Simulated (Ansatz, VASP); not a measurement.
One calculation of BiRu, two programs

POSCAR

```
BiRu
1.0
    0.0000000000      2.9822318252      2.9822318252
    2.9822318252      0.0000000000      2.9822318252
    2.9822318252      2.9822318252      0.0000000000
Ru Bi
1 1
Direct
    0.0000000000      0.0000000000      0.0000000000
    0.2500000000      0.2500000000      0.2500000000
```

File INCAR.step1:

```
SYSTEM = BiRu
PREC     = Accurate       ! precision mode
ENCUT    = 520            ! plane-wave cutoff, eV
ISMEAR   = 0              ! smearing method
SIGMA    = 0.05           ! smearing width, eV
LREAL    = .False.        ! projectors in reciprocal space
LASPH    = .True.         ! aspherical terms in the spheres
NELM     = 100            ! most SCF steps
NBANDS   = 22             ! bands
GGA      = PE             ! functional
ALGO     = Normal         ! electronic algorithm
EDIFF    = 1E-4           ! SCF threshold, eV
LWAVE    = .True.         ! write WAVECAR
LCHARG   = .False.        ! write CHGCAR
```

INCAR.step2

```
SYSTEM = BiRu
PREC     = Accurate       ! precision mode
ENCUT    = 520            ! plane-wave cutoff, eV
EDIFF    = 1E-7           ! SCF threshold, eV
ISMEAR   = 0              ! smearing method
SIGMA    = 0.05           ! smearing width, eV
LREAL    = .False.        ! projectors in reciprocal space
LASPH    = .True.         ! aspherical terms in the spheres
NELM     = 100            ! most SCF steps
ALGO     = Normal         ! electronic algorithm
ISIF     = 2              ! what is computed and relaxed
LWAVE    = .False.        ! write WAVECAR
LCHARG   = .True.         ! write CHGCAR
METAGGA  = R2SCAN         ! meta-GGA
LMIXTAU  = .True.       
LELF     = .True.         ! ELF
LVHAR    = .True.       
NBANDS   = 22             ! bands
ISTART   = 1
```

The input KPOINTS:

```
regular mesh
0
Gamma
  10 10 10
  0 0 0
```

Input for Ansatz:

```yaml
crystal:
  lattice:
    - [0.0, 2.9822318252, 2.9822318252]
    - [2.9822318252, 0.0, 2.9822318252]
    - [2.9822318252, 2.9822318252, 0.0]
  atoms:
    - { symbol: Ru, position: [0.0, 0.0, 0.0] }
    - { symbol: Bi, position: [0.25, 0.25, 0.25] }
basis:
  ecutwfc: 500
  ecutrho_ratio: 4
kpoints:
  mp_grid: { grid: [10, 10, 10] }
hamiltonian:
  xc: r2scan
scf:
  occupations: { method: gaussian, width: 0.05 }
output:
  forces: true
  stress: true
  eigenvalues: true
```

Alike in both runs: task single point; functional r2SCAN; k mesh 10 × 10 × 10; occupations gaussian, width 0.05 eV; no spin polarisation.

|  | VASP | Ansatz |
| --- | --- | --- |
| version | VASP 6.6.1 | Ansatz 0.2.0 |
| potentials or method | VASP PAW PBE potentials, release 64 (Ru_pv, Bi_d), cutoff 520 eV | scalar-relativistic, plane waves, PAW |
| valence electrons in the cell | 29 | 31 |

Ansatz gave:

```
gap on the k mesh at the Fermi level (eV) : none
pressure (GPa)                            : 3.9
```

Problem. What did VASP give for the same quantities?

Solution. gap on the k mesh at the Fermi level (eV): none; pressure (GPa): 4.2.

VASP's potentials were made for PBE, not for r2SCAN. A gap of «none» marks a metal or a gap that the smearing closes. The functional is the same, so the differences come from potentials, cutoffs and numerics. VASP's potentials hold 29 valence electrons a cell and Ansatz's 31, so a difference there can come from the potentials and not from the codes.

Neither program's run includes spin-orbit coupling.
